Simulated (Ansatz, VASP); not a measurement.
**Two plane-wave programs on MgI2**

```
CELL_PARAMETERS angstrom
4.39934 0.00000 0.00000
-0.00176 4.40070 0.00000
-1.13363 -1.59565 15.99246
ATOMIC_POSITIONS crystal
Mg 0.59502 0.35908 0.74644
Mg 0.40498 0.64092 0.25356
I 0.12219 0.39694 0.85176
I 0.87782 0.60306 0.14824
I 0.56818 0.82093 0.64116
I 0.43182 0.17907 0.35884
```

Change from the starting cell: relaxed end of: ordered vacancies on the anion sites of rhenium trioxide (P4/mmm, No. 123).

Alike in both runs: functional PBE; k mesh 6 × 6 × 2; occupations gaussian, width 0.02 eV; no spin polarisation.

Ansatz relaxed the structure, and its values are those at the end. VASP's run is a single point on that final structure, the one shown.

|  | VASP | Ansatz |
| --- | --- | --- |
| version | VASP 6.6.1 | Ansatz 0.2.0 |
| potentials or method | VASP PAW PBE potentials, release 64 (Mg, I), cutoff 520 eV | scalar-relativistic, plane waves, PAW |
| valence electrons in the cell | 32 | 88 |

```csv
,VASP,Ansatz,Ansatz less VASP
gap on the k mesh at the Fermi level (eV),3.33,3.34,+0.009
least direct gap on the mesh (eV),3.47,3.48,+0.010
pressure (GPa),0.0,0.0,+0.02
rms of the force components (eV/Å),0.004,0.001,-0.0031
```

VASP's potentials hold 32 valence electrons a cell and Ansatz's 88, so a difference there can come from the potentials and not from the codes.

Spin-orbit coupling is off throughout.
